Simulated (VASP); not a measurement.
# InSe (R3m) in VASP: notebook

The runs below take InSe through single point, relaxation of cell and atoms, with RPBE, PBEsol, r2SCAN.

All numbers are computed with VASP 6.6.1; they aren't measurements. Logs are shortened: lines on timing, memory, paths and dates and some standing lists are left out, and cuts for length are marked.

**Measured values to compare with.**

“The Interaction of Hydrogen with the van der Waals Crystal γ-InSe”, 2020, pmc:7321205 reports, for a bulk crystal of InSe at 300 K: band gap 1.25 eV.

How close the calculation comes is told below.

## 1. The cell of the first run

Symmetry: R3m, No. 160, trigonal system. Conventional cell: a = 4.000 Å, b = 4.000 Å, c = 25.320 Å, α = 90.00°, β = 90.00°, γ = 120.00°. In (site symmetry 3m) has 3 Se at 2.63 Å and 1 In at 2.82 Å within 3.5 Å. Within 3.5 Å of In (site symmetry 3m) lie 3 Se at 2.64 Å and 1 In at 2.82 Å. Se (site symmetry 3m) has 3 In at 2.63 Å within 3.5 Å. Within 3.5 Å of Se (site symmetry 3m) lie 3 In at 2.64 Å.

## 2. Single point, RPBE

File INCAR:

```
ALGO = Normal ; EDIFF = 1E-6
ENCUT = 520 ; GGA = RP
ISIF = 2 ; ISMEAR = -1
LASPH = True ; LCHARG = True
LELF = True ; LREAL = False
LVHAR = True ; LWAVE = False
NBANDS = 27 ; NELM = 100
PREC = Accurate ; SIGMA = 0.05
```

File KPOINTS:

```
k-points
0
Gamma
  8 8 8
```

File POSCAR:

```
InSe
1.0
    2.0000000000      1.1547005384      8.4400000000
   -2.0000000000      1.1547005384      8.4400000000
    0.0000000000     -2.3094010768      8.4400000000
In Se
2 2
Direct
    0.8886000000      0.8886000000      0.8886000000
    0.0000000000      0.0000000000      0.0000000000
    0.1719000000      0.1719000000      0.1719000000
    0.3835000000      0.3835000000      0.3835000000
```

Potentials or basis: VASP PAW PBE potentials, release 64 (In_d, Se).

The run is started by

```console
$ cat potpaw_PBE.64/In_d/POTCAR potpaw_PBE.64/Se/POTCAR > POTCAR
$ mpirun -np 1 vasp_std > vasp.out
```

OUTCAR:

```text
EDIFF = 1E-6
   ENCUT = 520
   GGA = RP
   ISIF = 2
   ISMEAR = -1
   LASPH = True
   LREAL = False
   NELM = 100
   PREC = Accurate

 ion  position               nearest neighbor table
   1  0.889  0.889  0.889-   3 2.63   3 2.63   3 2.63   2 2.82
   2  0.000  0.000  0.000-   4 2.64   4 2.64   4 2.64   1 2.82
   3  0.172  0.172  0.172-   1 2.63   1 2.63   1 2.63
   4  0.383  0.383  0.383-   2 2.64   2 2.64   2 2.64

  LATTYP: Found a trigonal (rhomboedric) cell.
 ALAT       =     8.7502533297
 COS(alpha) =     0.8955162542

  Lattice vectors:

 A1 = (   2.0000000000,   1.1547005384,   8.4400000000)
 A2 = (  -2.0000000000,   1.1547005384,   8.4400000000)
 A3 = (   0.0000000000,  -2.3094010768,   8.4400000000)

Analysis of symmetry for initial positions (statically):
=====================================================================
 Subroutine PRICEL returns:
 Original cell was already a primitive cell.

 Routine SETGRP: Setting up the symmetry group for a
 trigonal (rhombohedral) supercell.

 Subroutine GETGRP returns: Found  6 space group operations
 (whereof  6 operations were pure point group operations)
 out of a pool of 12 trial point group operations.

The static configuration has the point symmetry C_3v.

Analysis of symmetry for dynamics (positions and initial velocities):
=====================================================================
 Subroutine PRICEL returns:
 Original cell was already a primitive cell.

 Routine SETGRP: Setting up the symmetry group for a
 trigonal (rhombohedral) supercell.

 Subroutine GETGRP returns: Found  6 space group operations
 (whereof  6 operations were pure point group operations)
 out of a pool of 12 trial point group operations.

The dynamic configuration has the point symmetry C_3v.

 Subroutine INISYM returns: Found  6 space group operations
 (whereof  6 operations are pure point group operations),
 and found     1 'primitive' translations

----------------------------------------------------------------------------------------

                                     Primitive cell

  volume of cell :     116.9481

  direct lattice vectors                    reciprocal lattice vectors
[... 81 lines left out ...]
 SYSTEM =  unknown system
   PREC   = accura    normal or accurate (medium, high low for compatibility)
   ISTART =      0    job   : 0-new  1-cont  2-samecut
   ICHARG =      2    charge: 1-file 2-atom 10-const
   ISPIN  =      1    spin polarized calculation?
   LNONCOLLINEAR =      F non collinear calculations
   LSORBIT =      F    spin-orbit coupling
   LASPH  =      T    aspherical Exc in radial PAW
   ENCUT  =  520.0 eV  38.22 Ry    6.18 a.u.  16.27 16.27 16.27*2*pi/ulx,y,z
   NELM   =    100;   NELMIN=  2; NELMDL= -5     # of ELM steps
   EDIFF  = 0.1E-05   stopping-criterion for ELM
   LREAL  =      F    real-space projection
   EDIFFG = 0.1E-04   stopping-criterion for IOM
   NSW    =      0    number of steps for IOM
   IBRION =     -1    ionic relax: 0-MD 1-quasi-New 2-CG
   NFREE  =      0    steps in history (QN), initial steepest desc. (CG)
   ISIF   =      2    stress and relaxation
   ISYM   =      2    0-nonsym 1-usesym 2-fastsym
   POTIM  = 0.5000    time-step for ionic-motion
   TEBEG  =    0.0;   TEEND  =   0.0 temperature during run
   PSTRESS=    0.0 pullay stress
   NELECT =      38.0000    total number of electrons
   NUPDOWN=      -1.0000    fix difference up-down
   EMIN   =  10.00;   EMAX   =-10.00  energy-range for DOS
   EFERMI =   0.00;   METHOD = LEGACY
   ISMEAR =    -1;   SIGMA  =   0.05  broadening in eV -4-tet -1-fermi 0-gaus
   EFERMI_NEDOS =   21; number of points for ismear=-14 and -15
   IALGO  =     38    algorithm
   IMIX   =      4    mixing-type and parameters
     AMIX     =   0.40;   BMIX     =  1.00
     AMIX_MAG =   1.60;   BMIX_MAG =  1.00
  volume/ion in A,a.u.               =      29.24       197.30
  Fermi-wavevector in a.u.,A,eV,Ry     =   1.125481  2.126852 17.234615  1.266709
  Thomas-Fermi vector in A             =   2.262159
   LORBIT       =      0    0 simple, 1 ext, 2 COOP (PROOUT), +10 PAW based schemes
   GGA     = RP    functional components
   LHFCALC =     F    Hartree Fock is set to
   AEXX    =    0.0000 exact exchange contribution
   IVDW    =     0    specifies the selected vdW correction
   LEPSILON=     F    determine dielectric tensor
   LRPA    =     F    only Hartree local field effects (RPA)
 non-spin polarized calculation
  energy-cutoff  :      520.00
  volume of cell :      116.95
 maximum number of plane-waves:      3176
 NGX is ok and might be reduce to    70
   NGX = 33   NGY = 33   NGZ = 33

 number of electron      37.9999998 magnetization

 Free energy of the ion-electron system (eV)
  ---------------------------------------------------
  ext. energy  EPLUGINS =         0.00000000
  ---------------------------------------------------
  free energy    TOTEN  =       -12.78708937 eV

  energy without entropy =      -12.78707643  energy(sigma->0) =      -12.78708290

 E-fermi :   4.5131     XC(G=0):  -8.7107

 val. band max:        4.2198808874   @ k =   0.5000   0.5000   0.5000
 cond. band min:       4.7821863168   @ k =   0.5000   0.5000   0.5000
 fundamental gap:      0.5623054294
 Fermi energy:         4.5131360311

 k-point     1 :       0.0000    0.0000    0.0000
  band No.  band energies     occupation
      1     -10.5869      2.00000
      2     -10.4219      2.00000
      3     -10.4219      2.00000
      4     -10.3513      2.00000
      5     -10.3513      2.00000
      6     -10.3282      2.00000
[... 709 lines left out ...]
     26      10.7915      0.00000
     27      11.2281      0.00000

 [... further k-points ...]
[... 5 lines left out ...]
  --------------------------------------------------------------------------------------
  -------------------------------------------------------------------------------------
  Total        3.6027711      3.6027711      2.7596033      0.0000000      0.0000000      0.0000000
  in kB       49.3576183     49.3576183     37.8062995      0.0000000      0.0000000      0.0000000
  external PRESSURE =      45.5071787 kB  Pullay stress =       0.0000000 kB

 VOLUME and BASIS-vectors are now :
 -----------------------------------------------------------------------------
  energy-cutoff  :      520.00
  volume of cell :      116.95
      direct lattice vectors                 reciprocal lattice vectors
     2.000000000  1.154700538  8.440000000     0.250000000  0.144337567  0.039494471
    -2.000000000  1.154700538  8.440000000    -0.250000000  0.144337567  0.039494471
     0.000000000 -2.309401077  8.440000000     0.000000000 -0.288675135  0.039494471

 POSITION                                       TOTAL-FORCE (eV/Angst)
 -----------------------------------------------------------------------------------
      0.00000      0.00000     22.49935         0.000000     -0.000000      0.416245
      0.00000      0.00000      0.00000         0.000000      0.000000     -0.400536
      0.00000      0.00000      4.35251         0.000000     -0.000000     -0.333593
      0.00000      0.00000      9.71022         0.000000      0.000000      0.317884
 -----------------------------------------------------------------------------------
    total drift:                                0.000000      0.000000      0.000385

  FREE ENERGIE OF THE ION-ELECTRON SYSTEM (eV)
  ---------------------------------------------------
  free  energy   TOTEN  =       -12.7870893653 eV

  energy  without entropy=      -12.7870764343  energy(sigma->0) =      -12.78708290
```

OSZICAR:

```text
N       E                     dE             d eps       ncg     rms          rms(c)
DAV:   1     0.338104832257E+03    0.33810E+03   -0.17197E+04  3510   0.154E+03
DAV:   2     0.265672655500E+02   -0.31154E+03   -0.30213E+03  3534   0.384E+02
DAV:   3    -0.114368738043E+02   -0.38004E+02   -0.37380E+02  4445   0.144E+02
DAV:   4    -0.131165767373E+02   -0.16797E+01   -0.16751E+01  4172   0.315E+01
DAV:   5    -0.131859595925E+02   -0.69383E-01   -0.69371E-01  5384   0.618E+00    0.672E+00
DAV:   6    -0.127790143007E+02    0.40695E+00   -0.81428E-01  4925   0.141E+01    0.421E+00
DAV:   7    -0.127798380849E+02   -0.82378E-03   -0.38923E-01  4911   0.407E+00    0.133E+00
DAV:   8    -0.127836342770E+02   -0.37962E-02   -0.35758E-02  5071   0.207E+00    0.536E-01
DAV:   9    -0.127865482383E+02   -0.29140E-02   -0.77990E-03  4368   0.690E-01    0.157E-01
DAV:  10    -0.127867161020E+02   -0.16786E-03   -0.50435E-04  4529   0.152E-01    0.776E-02
DAV:  11    -0.127870578784E+02   -0.34178E-03   -0.49649E-04  4207   0.136E-01    0.239E-02
DAV:  12    -0.127870678874E+02   -0.10009E-04   -0.23351E-05  4847   0.392E-02    0.192E-02
DAV:  13    -0.127870837556E+02   -0.15868E-04   -0.21987E-05  3741   0.252E-02    0.925E-03
DAV:  14    -0.127870889138E+02   -0.51582E-05   -0.12895E-05  3293   0.251E-02    0.287E-03
DAV:  15    -0.127870893653E+02   -0.45152E-06   -0.81505E-07  3357   0.845E-03
   1 F= -.12787089E+02 E0= -.12787083E+02  d E =-.129310E-04
```

stdout:

```text
POSCAR found type information on POSCAR InSe
 POSCAR found :  2 types and       4 ions
 scaLAPACK will be used
 -----------------------------------------------------------------------------
|                                                                             |
|                                                                             |
|     You enforced a specific xc type in the INCAR file but a different       |
|     I HOPE YOU KNOW WHAT YOU ARE DOING!                                     |
|                                                                             |
 -----------------------------------------------------------------------------

 LDA part: xc-table for (Slater+PW92), standard interpolation
 POSCAR, INCAR and KPOINTS ok, starting setup
 FFT: planning ... GRIDC
 FFT: planning ... GRID_SOFT
 FFT: planning ... GRID
 WAVECAR not read
 entering main loop
```

Run time: 26 min. Hardware: 1 thread of Intel Xeon 8259CL, shared host; peak memory 0.73 GiB.

What came out:

```
Free energy            : -12.7871 eV
Pressure               : 4.6 GPa
Largest force          : 0.416 eV/Å
Band gap on the k mesh : 0.56 eV
```

Forces on the atoms (eV/Å):
```
In   0.000  0.000  0.416
In   0.000  0.000 -0.401
Se   0.000  0.000 -0.334
Se   0.000  0.000  0.318
```

Caveat: the cell stands under pressure; semilocal functionals underestimate gaps, and a narrow one can read as zero; the PAW data sets were made with another functional, which shifts forces and pressure a little; spin-orbit coupling is left out, which moves the levels of the heavy elements.

## 3. Single point, RPBE

This run uses another cell than the first one, of 39.10 Å³/atom.

File INCAR:

```
  ALGO = Normal
  EDIFF = 1E-7
  ENCUT = 520
  GGA = RP
  ISIF = 2
  ISMEAR = -1
  LASPH = True
  LCHARG = False
  LREAL = False
  LWAVE = False
  NBANDS = 27
  NELM = 80
  PREC = Accurate
  SIGMA = 0.05
```

KPOINTS is that of step 2.

File POSCAR:

```
InSe
1.0
    2.0752941888      1.1981716586     10.4830829993
   -2.0752941888      1.1981716586     10.4830829993
    0.0000000000     -2.3963433171     10.4830829993
In Se
2 2
Direct
    0.8988228600      0.8988228600      0.8988228600
   -0.0101560879     -0.0101560879     -0.0101560879
    0.1919767917      0.1919767917      0.1919767917
    0.3633564362      0.3633564362      0.3633564362
```

Potentials or basis: VASP PAW PBE potentials, release 64 (In_d, Se).

The run is started by

```console
$ cat potpaw_PBE.64/In_d/POTCAR potpaw_PBE.64/Se/POTCAR > POTCAR
$ mpirun -np 1 vasp_std > vasp.out
```

OUTCAR:

```text
EDIFF = 1E-7
   ENCUT = 520
   GGA = RP
   ISIF = 2
   ISMEAR = -1
   LASPH = True
   LREAL = False
   NELM = 80
   PREC = Accurate

 ion  position               nearest neighbor table
   1  0.899  0.899  0.899-   3 2.71   3 2.71   3 2.71   2 2.86
   2  0.990  0.990  0.990-   4 2.71   4 2.71   4 2.71   1 2.86
   3  0.192  0.192  0.192-   1 2.71   1 2.71   1 2.71
   4  0.363  0.363  0.363-   2 2.71   2 2.71   2 2.71

  LATTYP: Found a trigonal (rhomboedric) cell.
 ALAT       =    10.7534873629
 COS(alpha) =     0.9255112515

  Lattice vectors:

 A1 = (   2.0752941888,   1.1981716586,  10.4830829993)
 A2 = (  -2.0752941888,   1.1981716586,  10.4830829993)
 A3 = (   0.0000000000,  -2.3963433171,  10.4830829993)

Analysis of symmetry for initial positions (statically):
=====================================================================
 Subroutine PRICEL returns:
 Original cell was already a primitive cell.

 Routine SETGRP: Setting up the symmetry group for a
 trigonal (rhombohedral) supercell.
[... 163 lines left out ...]
  ---------------------------------------------------
  ext. energy  EPLUGINS =         0.00000000
  ---------------------------------------------------
  free energy    TOTEN  =       -13.05450710 eV

  energy without entropy =      -13.05450614  energy(sigma->0) =      -13.05450662

 E-fermi :   1.9077     XC(G=0):  -7.2069

 val. band max:        1.3225829817   @ k =   0.5000   0.5000   0.3750
 cond. band min:       2.3688226646   @ k =   0.5000   0.5000   0.5000
 fundamental gap:      1.0462396829
 Fermi energy:         1.9077130916

 k-point     1 :       0.0000    0.0000    0.0000
  band No.  band energies     occupation
      1     -12.8757      2.00000
      2     -12.7228      2.00000
      3     -12.7228      2.00000
      4     -12.6576      2.00000
      5     -12.6576      2.00000
      6     -12.6501      2.00000
[... 709 lines left out ...]
     26       8.0657      0.00000
     27       8.3808      0.00000

 [... further k-points ...]
[... 5 lines left out ...]
  --------------------------------------------------------------------------------------
  -------------------------------------------------------------------------------------
  Total        0.0384574      0.0384574      0.0400957      0.0000000      0.0000000     -0.0000000
  in kB        0.3939596      0.3939596      0.4107418      0.0000000      0.0000000     -0.0000000
  external PRESSURE =       0.3995537 kB  Pullay stress =       0.0000000 kB

 VOLUME and BASIS-vectors are now :
 -----------------------------------------------------------------------------
  energy-cutoff  :      520.00
  volume of cell :      156.40
      direct lattice vectors                 reciprocal lattice vectors
     2.075294189  1.198171659 10.483082999     0.240929697  0.139100825  0.031797262
    -2.075294189  1.198171659 10.483082999    -0.240929697  0.139100825  0.031797262
     0.000000000 -2.396343317 10.483082999     0.000000000 -0.278201651  0.031797262

 POSITION                                       TOTAL-FORCE (eV/Angst)
 -----------------------------------------------------------------------------------
      0.00000      0.00000     28.26730         0.000000      0.000000      0.018003
      0.00000      0.00000     31.12985         0.000000     -0.000000     -0.019156
      0.00000      0.00000      6.03753         0.000000     -0.000000     -0.019755
      0.00000      0.00000     11.42729         0.000000      0.000000      0.020907
 -----------------------------------------------------------------------------------
    total drift:                               -0.000000      0.000000     -0.002605

  FREE ENERGIE OF THE ION-ELECTRON SYSTEM (eV)
  ---------------------------------------------------
  free  energy   TOTEN  =       -13.0545071027 eV

  energy  without entropy=      -13.0545061401  energy(sigma->0) =      -13.05450662
```

stdout:

```text
POSCAR found type information on POSCAR InSe
 POSCAR found :  2 types and       4 ions
 scaLAPACK will be used
 -----------------------------------------------------------------------------
|                                                                             |
|                                                                             |
|     You enforced a specific xc type in the INCAR file but a different       |
|     I HOPE YOU KNOW WHAT YOU ARE DOING!                                     |
|                                                                             |
 -----------------------------------------------------------------------------

 LDA part: xc-table for (Slater+PW92), standard interpolation
 POSCAR, INCAR and KPOINTS ok, starting setup
 FFT: planning ... GRIDC
 FFT: planning ... GRID_SOFT
 FFT: planning ... GRID
 WAVECAR not read
 entering main loop
```

Run time: 41 min. Hardware: 1 thread of Intel Xeon 8259CL, shared host; peak memory 1 GiB.

Results:

```
Free energy            : -13.0545 eV
Pressure               : 0.0 GPa
Largest force          : 0.021 eV/Å
Band gap on the k mesh : 1.05 eV (least direct gap 1.07 eV)
```

Forces in eV/Å, atoms in the order of the input:
```
In   0.000  0.000  0.018
In   0.000  0.000 -0.019
Se   0.000  0.000 -0.020
Se   0.000  0.000  0.021
```

Caveat: the PAW data sets were made with another functional, which shifts forces and pressure a little; spin-orbit coupling is left out, which moves the levels of the heavy elements.

[end of part 1 of 2]
